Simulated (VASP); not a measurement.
Here is a VASP 6.6.1 calculation.

Contents of INCAR:

```
SYSTEM = Al
PREC = Accurate
ENCUT = 520
EDIFF = 1E-7
ISMEAR = 0
SIGMA = 0.15
LREAL = .FALSE.
LASPH = .TRUE.
NELM = 60
ALGO = Fast
ISIF = 2
LWAVE = .FALSE.
LCHARG = .FALSE.
GGA = PE
IVDW = 12
NBANDS = 14
```

File KPOINTS:

```
regular mesh
0
G
  18 18 6
  0 0 0
```

File POSCAR:

```
Al
1.0
    2.7996385367      0.0000000000      0.0000000000
   -1.3998192683      2.4245580942      0.0000000000
    0.0000000000      0.0000000000      9.4916145309
Al
4
Direct
    0.0000000000      0.0000000000      0.0000000000
    0.3333333333      0.6666666667      0.2500000000
    0.0000000000      0.0000000000      0.5000000000
    0.6666666667      0.3333333333      0.7500000000
```

Potentials or basis: VASP PAW PBE potentials, release 64 (Al).

Launch:

```sh
$ cat potpaw_PBE.64/Al/POTCAR > POTCAR
$ mpirun -np 1 vasp_std > vasp.out
```

Question: What does it give for the band gap on the k mesh?

Answer: Zero (bands 6 and 7 overlap by 4.94 eV).

Question: Estimate the dispersion energy per atom.

Answer: -0.345 eV.

Stress tensor (GPa, compression positive):
```
-0.21  0.00  0.00
 0.00 -0.21  0.00
 0.00  0.00 -3.19
```
